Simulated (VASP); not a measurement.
# Mg in VASP: a series of runs

Mg is run at these levels: PBE; tasks: single point.

Program: VASP 6.6.1. These are calculated values, not measurements. Logs are shortened: lines on timing, memory, paths and dates and some standing lists are left out, and cuts for length are marked.

## 1. The cell of the first run

The structure is cubic, space group Im-3m (No. 229). The conventional cell has a = 2.953 Å, b = 2.953 Å, c = 2.953 Å, α = 90.00°, β = 90.00°, γ = 90.00°. Mg (site symmetry m-3m) has 14 Mg at 2.56 to 2.95 Å within 3.4 Å.

## 2. Single point, PBE

INCAR

```
SYSTEM = Mg
PREC = Accurate ; ENCUT = 520
EDIFF = 1E-6 ; ISMEAR = -1
SIGMA = 0.1 ; LREAL = .False.
LASPH = .True. ; NELM = 80
ALGO = Normal ; ISIF = 2
LWAVE = .False. ; LCHARG = .True.
GGA = PE ; LELF = .True.
LVHAR = .True. ; NBANDS = 7
```

KPOINTS

```
regular mesh
0
Gamma
  16 16 16
  0 0 0
```

POSCAR

```
Mg
1.0
   -1.4765000000      1.4765000000      1.4765000000
    1.4765000000     -1.4765000000      1.4765000000
    1.4765000000      1.4765000000     -1.4765000000
Mg
1
Direct
    0.0000000000      0.0000000000      0.0000000000
```

Potentials or basis: VASP PAW PBE potentials, release 64 (Mg).

Launch:

```bash
> cat potpaw_PBE.64/Mg/POTCAR > POTCAR
> mpirun -np 1 vasp_std > vasp.out
```

OUTCAR:

```text
SYSTEM = Mg
   PREC = Accurate
   ENCUT = 520
   EDIFF = 1E-6
   ISMEAR = -1
   LREAL = .False.
   LASPH = .True.
   NELM = 80
   ISIF = 2
   GGA = PE

 ion  position               nearest neighbor table
   1  0.000  0.000  0.000-

  LATTYP: Found a body centered cubic cell.
 ALAT       =     2.9530000000

  Lattice vectors:

 A1 = (  -1.4765000000,   1.4765000000,   1.4765000000)
 A2 = (   1.4765000000,  -1.4765000000,   1.4765000000)
 A3 = (   1.4765000000,   1.4765000000,  -1.4765000000)

Analysis of symmetry for initial positions (statically):
=====================================================================
 Subroutine PRICEL returns:
 Original cell was already a primitive cell.

 Routine SETGRP: Setting up the symmetry group for a
 body centered cubic supercell.

 Subroutine GETGRP returns: Found 48 space group operations
 (whereof 48 operations were pure point group operations)
 out of a pool of 48 trial point group operations.

The static configuration has the point symmetry O_h .

Analysis of symmetry for dynamics (positions and initial velocities):
=====================================================================
 Subroutine PRICEL returns:
 Original cell was already a primitive cell.

 Routine SETGRP: Setting up the symmetry group for a
 body centered cubic supercell.

 Subroutine GETGRP returns: Found 48 space group operations
 (whereof 48 operations were pure point group operations)
 out of a pool of 48 trial point group operations.

The dynamic configuration has the point symmetry O_h .

 Subroutine INISYM returns: Found 48 space group operations
 (whereof 48 operations are pure point group operations),
 and found     1 'primitive' translations

----------------------------------------------------------------------------------------

                                     Primitive cell

  volume of cell :      12.8754

  direct lattice vectors                    reciprocal lattice vectors
    -1.476500000  1.476500000  1.476500000     0.000000000  0.338638673  0.338638673
     1.476500000 -1.476500000  1.476500000     0.338638673  0.000000000  0.338638673
     1.476500000  1.476500000 -1.476500000     0.338638673  0.338638673  0.000000000

  length of vectors
     2.557373017  2.557373017  2.557373017     0.478907403  0.478907403  0.478907403

  position of ions in fractional coordinates (direct lattice)
     0.000000000  0.000000000  0.000000000

  ion indices of the primitive-cell ions
   primitive index   ion index
                 1           1

----------------------------------------------------------------------------------------

 KPOINTS: regular mesh

Automatic generation of k-mesh.
 Grid dimensions read from file:
 generate k-points for:   16   16   16

 Generating k-lattice:

  Cartesian coordinates                     Fractional coordinates (reciprocal lattice)
     0.000000000  0.021164917  0.021164917     0.062500000  0.000000000  0.000000000
     0.021164917  0.000000000  0.021164917     0.000000000  0.062500000  0.000000000
     0.021164917  0.021164917  0.000000000     0.000000000  0.000000000  0.062500000

  Length of vectors
     0.029931713  0.029931713  0.029931713

  Shift w.r.t. Gamma in fractional coordinates (k-lattice)
     0.000000000  0.000000000  0.000000000

 Subroutine IBZKPT returns following result:
 ===========================================

 Found    145 irreducible k-points:

 Following reciprocal coordinates:
            Coordinates               Weight
  0.000000  0.000000  0.000000      1.000000
  0.062500  0.000000  0.000000     12.000000
  0.125000  0.000000  0.000000     12.000000
  0.187500  0.000000  0.000000     12.000000
  0.250000  0.000000  0.000000     12.000000
  0.312500  0.000000  0.000000     12.000000
[... 16 lines left out ...]
  0.187500  0.187500  0.000000     24.000000
  0.250000  0.187500  0.000000     48.000000
 [... further k-points ...]
   k-points           NKPTS =    145   k-points in BZ     NKDIM =    145   number of bands    NBANDS=      7
   number of dos      NEDOS =    301   number of ions     NIONS =      1
   total plane-waves  NPLWV =   8000
   dimension x,y,z NGX =    20 NGY =   20 NGZ =   20
   dimension x,y,z NGXF=    40 NGYF=   40 NGZF=   40
   ions per type =               1
   NGX,Y,Z   is equivalent  to a cutoff of  13.00, 13.00, 13.00 a.u.
   NGXF,Y,Z  is equivalent  to a cutoff of  26.00, 26.00, 26.00 a.u.
 SYSTEM =  Mg
   PREC   = accura    normal or accurate (medium, high low for compatibility)
   ISTART =      0    job   : 0-new  1-cont  2-samecut
   ICHARG =      2    charge: 1-file 2-atom 10-const
   ISPIN  =      1    spin polarized calculation?
   LNONCOLLINEAR =      F non collinear calculations
   LSORBIT =      F    spin-orbit coupling
   LASPH  =      T    aspherical Exc in radial PAW
   ENCUT  =  520.0 eV  38.22 Ry    6.18 a.u.   4.76  4.76  4.76*2*pi/ulx,y,z
   NELM   =     80;   NELMIN=  2; NELMDL= -5     # of ELM steps
   EDIFF  = 0.1E-05   stopping-criterion for ELM
   LREAL  =      F    real-space projection
   EDIFFG = 0.1E-04   stopping-criterion for IOM
   NSW    =      0    number of steps for IOM
   IBRION =     -1    ionic relax: 0-MD 1-quasi-New 2-CG
   NFREE  =      0    steps in history (QN), initial steepest desc. (CG)
   ISIF   =      2    stress and relaxation
   ISYM   =      2    0-nonsym 1-usesym 2-fastsym
   POTIM  = 0.5000    time-step for ionic-motion
   TEBEG  =    0.0;   TEEND  =   0.0 temperature during run
   PSTRESS=    0.0 pullay stress
   NELECT =       2.0000    total number of electrons
   NUPDOWN=      -1.0000    fix difference up-down
   EMIN   =  10.00;   EMAX   =-10.00  energy-range for DOS
   EFERMI =   0.00;   METHOD = LEGACY
   ISMEAR =    -1;   SIGMA  =   0.10  broadening in eV -4-tet -1-fermi 0-gaus
   EFERMI_NEDOS =   21; number of points for ismear=-14 and -15
   IALGO  =     38    algorithm
   IMIX   =      4    mixing-type and parameters
     AMIX     =   0.40;   BMIX     =  1.00
     AMIX_MAG =   1.60;   BMIX_MAG =  1.00
  volume/ion in A,a.u.               =      12.88        86.89
  Fermi-wavevector in a.u.,A,eV,Ry     =   0.880031  1.663018 10.537098  0.774455
  Thomas-Fermi vector in A             =   2.000336
   LORBIT       =      0    0 simple, 1 ext, 2 COOP (PROOUT), +10 PAW based schemes
   GGA     = PE    functional components
   LHFCALC =     F    Hartree Fock is set to
   AEXX    =    0.0000 exact exchange contribution
   IVDW    =     0    specifies the selected vdW correction
   LEPSILON=     F    determine dielectric tensor
   LRPA    =     F    only Hartree local field effects (RPA)
 non-spin polarized calculation
  energy-cutoff  :      520.00
  volume of cell :       12.88
 maximum number of plane-waves:       370
   NGX =  9   NGY =  9   NGZ =  9

 number of electron       2.0000000 magnetization

 Free energy of the ion-electron system (eV)
  ---------------------------------------------------
  ext. energy  EPLUGINS =         0.00000000
  ---------------------------------------------------
  free energy    TOTEN  =        -0.25484110 eV

  energy without entropy =       -0.24546156  energy(sigma->0) =       -0.25015133

 E-fermi :   6.5634     XC(G=0): -10.4949

 val. band max:        6.5170847159   @ k =   0.3750   0.1250   0.1250
 cond. band min:       6.6037354360   @ k =   0.3750   0.1875   0.0625
 fundamental gap:      0.0866507201
 Fermi energy:         6.5633550643

 k-point     1 :       0.0000    0.0000    0.0000
  band No.  band energies     occupation
      1      -3.2704      2.00000
      2      24.0334      0.00000
      3      24.0334      0.00000
      4      24.0334      0.00000
      5      26.7606      0.00000
      6      26.7606      0.00000
      7      28.5161      0.00000

 k-point     2 :       0.0625    0.0000    0.0000
  band No.  band energies     occupation
      1      -3.1341      2.00000
      2      22.7470      0.00000
      3      23.2965      0.00000
      4      23.8767      0.00000
      5      25.7145      0.00000
      6      25.9048      0.00000
      7      29.4266      0.00000

 k-point     3 :       0.1250    0.0000    0.0000
  band No.  band energies     occupation
      1      -2.7275      2.00000
      2      19.9335      0.00000
      3      21.9453      0.00000
      4      23.4875      0.00000
      5      24.6886      0.00000
      6      25.4966      0.00000
      7      30.5267      0.00000

 k-point     4 :       0.1875    0.0000    0.0000
  band No.  band energies     occupation
      1      -2.0567      2.00000
      2      17.0138      0.00000
      3      20.6267      0.00000
      4      23.0138      0.00000
      5      23.6143      0.00000
      6      25.4233      0.00000
      7      30.9445      0.00000

 k-point     5 :       0.2500    0.0000    0.0000
  band No.  band energies     occupation
      1      -1.1318      2.00000
      2      14.2385      0.00000
      3      19.4970      0.00000
      4      22.5613      0.00000
      5      22.7359      0.00000
      6      25.2025      0.00000
      7      31.2936      0.00000
[... 161 lines left out ...]
 k-point    22 :       0.4375    0.1250    0.0000
  band No.  band energies     occupation
      1       4.5646      2.00000
      2       5.9980      1.99301
      3      14.6949      0.00000
      4      20.3397      0.00000
      5      22.9409      0.00000
      6      27.4374      0.00000
      7      30.9978      0.00000

 k-point    23 :       0.1875    0.1875    0.0000
  band No.  band energies     occupation
      1       0.2883      2.00000
      2      12.7499      0.00000
      3      14.8127      0.00000
      4      21.0318      0.00000
      5      24.2904      0.00000
      6      27.4543      0.00000
      7      31.2035      0.00000

 k-point    24 :       0.2500    0.1875    0.0000
  band No.  band energies     occupation
      1       1.5434      2.00000
      2      10.8072      0.00000
      3      13.6641      0.00000
      4      20.4417      0.00000
      5      24.3520      0.00000
      6      27.8857      0.00000
      7      31.0339      0.00000

 [... further k-points ...]

------------------------ aborting loop because EDIFF is reached ----------------------------------------

  FORCE on cell =-STRESS in cart. coord.  units (eV):
  Direction    XX          YY          ZZ          XY          YZ          ZX
  --------------------------------------------------------------------------------------
  -------------------------------------------------------------------------------------
  Total        5.1002235      5.1002235      5.1002235     -0.0000000      0.0000000      0.0000000
  in kB      634.6575416    634.6575416    634.6575416     -0.0000000      0.0000000      0.0000000
  external PRESSURE =     634.6575416 kB  Pullay stress =       0.0000000 kB

 VOLUME and BASIS-vectors are now :
 -----------------------------------------------------------------------------
  energy-cutoff  :      520.00
  volume of cell :       12.88
      direct lattice vectors                 reciprocal lattice vectors
    -1.476500000  1.476500000  1.476500000     0.000000000  0.338638673  0.338638673
     1.476500000 -1.476500000  1.476500000     0.338638673  0.000000000  0.338638673
     1.476500000  1.476500000 -1.476500000     0.338638673  0.338638673  0.000000000

 POSITION                                       TOTAL-FORCE (eV/Angst)
 -----------------------------------------------------------------------------------
      0.00000      0.00000      0.00000         0.000000     -0.000000     -0.000000
 -----------------------------------------------------------------------------------
    total drift:                               -0.000000     -0.000000      0.000000

  FREE ENERGIE OF THE ION-ELECTRON SYSTEM (eV)
  ---------------------------------------------------
  free  energy   TOTEN  =        -0.2548411033 eV

  energy  without entropy=       -0.2454615617  energy(sigma->0) =       -0.25015133
```

It took 5.9 s on 1 thread of AMD EPYC 9R45 (Zen 5), shared host; peak memory 0.1 GiB.

What came out:

| Item | Value |
| --- | --- |
| Free energy | -0.2548 eV |
| Pressure | 63.5 GPa |
| Band gap on the k mesh | zero (band 1 reaches 10.47 eV, above the bottom of band 2 at 5.65 eV) |

Levels at points of the mesh, in eV from the Fermi level:
```csv
k point,band 1,band 2,band 3,band 4,band 5
"(0.00, 0.00, 0.00)",-9.83,17.47,17.47,17.47,20.20
"(0.50, 0.00, 0.00)",-2.33,-0.92,10.87,14.64,15.12
"(0.50, 0.50, 0.50)",3.91,3.91,6.18,6.18,6.18
```

## 3. Single point, PBE

This run uses another cell than the first one, of 12.62 Å³/atom, 0.980 times its volume.

INCAR

```
  ALGO = Normal
  EDIFF = 1E-7
  ENCUT = 520
  GGA = PE
  ISIF = 2
  ISMEAR = -1
  LASPH = T
  LCHARG = F
  LREAL = F
  LWAVE = F
  NBANDS = 7
  NELM = 60
  PREC = Accurate
  SIGMA = 0.1
```

KPOINTS

```
k-points
0
Gamma
  16 16 16
```

POSCAR

```
Mg
1.0
   -1.4617350000      1.4617350000      1.4765000000
    1.4617350000     -1.4617350000      1.4765000000
    1.4617350000      1.4617350000     -1.4765000000
Mg
1
Direct
    0.0000000000      0.0000000000      0.0000000000
```

Potentials or basis: VASP PAW PBE potentials, release 64 (Mg).

Launch:

```bash
> cat potpaw_PBE.64/Mg/POTCAR > POTCAR
> mpirun -np 1 vasp_std > vasp.out
```

Run time: 13 s. Hardware: 1 thread of AMD EPYC 9R45 (Zen 5), shared host; peak memory 0.12 GiB.

The run converged. Its results:

* Free energy: -0.1493 eV
* Pressure: 68.3 GPa
* Band gap on the k mesh: zero (band 1 reaches 10.55 eV, above the bottom of band 2 at 5.79 eV)

Stress tensor (GPa, compression positive):
```
68.57  0.00  0.00
 0.00 68.57  0.00
 0.00  0.00 67.79
```

Levels at points of the mesh, in eV from the Fermi level:
| k point | band 1 | band 2 | band 3 | band 4 | band 5 |
| --- | --- | --- | --- | --- | --- |
| (0.00, 0.00, 0.00) | -9.95 | 17.55 | 17.55 | 17.85 | 20.24 |
| (0.50, 0.00, 0.00) | -2.38 | -0.94 | 11.04 | 14.90 | 15.47 |
| (0.50, 0.50, 0.00) | -2.30 | -0.87 | 10.78 | 14.66 | 15.19 |
| (0.50, 0.50, 0.50) | 3.81 | 3.97 | 6.05 | 6.41 | 6.41 |

## 4. Single point, PBE

This run uses another cell than the first one, of 12.70 Å³/atom, 0.987 times its volume.

INCAR

```
SYSTEM = Mg
ALGO = Normal
EDIFF = 1E-7
ENCUT = 520
GGA = PE
ISIF = 2
ISMEAR = -1
LASPH = .True.
LCHARG = .True.
LELF = .True.
LREAL = .False.
LVHAR = .True.
LWAVE = .False.
NBANDS = 7
NELM = 80
PREC = Accurate
SIGMA = 0.1
```

KPOINTS

```
k-points
0
Gamma
  16 16 16
  0 0 0
```

POSCAR

```
Mg
1.0
   -1.4666566667      1.4666566667      1.4765000000
    1.4666566667     -1.4666566667      1.4765000000
    1.4666566667      1.4666566667     -1.4765000000
Mg
1
Direct
    0.0000000000      0.0000000000      0.0000000000
```

Launch:

```bash
> cat potpaw_PBE.64/Mg/POTCAR > POTCAR
> mpirun -np 1 vasp_std > vasp.out
```

It took 13 s on 1 thread of AMD EPYC 9R45 (Zen 5), shared host; peak memory 0.12 GiB.

It converged, with:

* Free energy: -0.1853 eV
* Pressure: 66.7 GPa
* Band gap on the k mesh: zero (band 1 reaches 10.52 eV, above the bottom of band 2 at 5.74 eV)

Stress tensor (GPa, compression positive):
```
66.83  0.00  0.00
 0.00 66.83  0.00
 0.00  0.00 66.31
```

Levels at points of the mesh, in eV from the Fermi level:
```tsv
k point	band 1	band 2	band 3	band 4
(0.00, 0.00, 0.00)	-9.91	17.52	17.52	17.72
(0.50, 0.00, 0.00)	-2.36	-0.93	10.98	14.82
(0.50, 0.50, 0.00)	-2.31	-0.89	10.81	14.66
(0.50, 0.50, 0.50)	3.84	3.95	6.09	6.33
```

(Continued in part 2 of 2.)
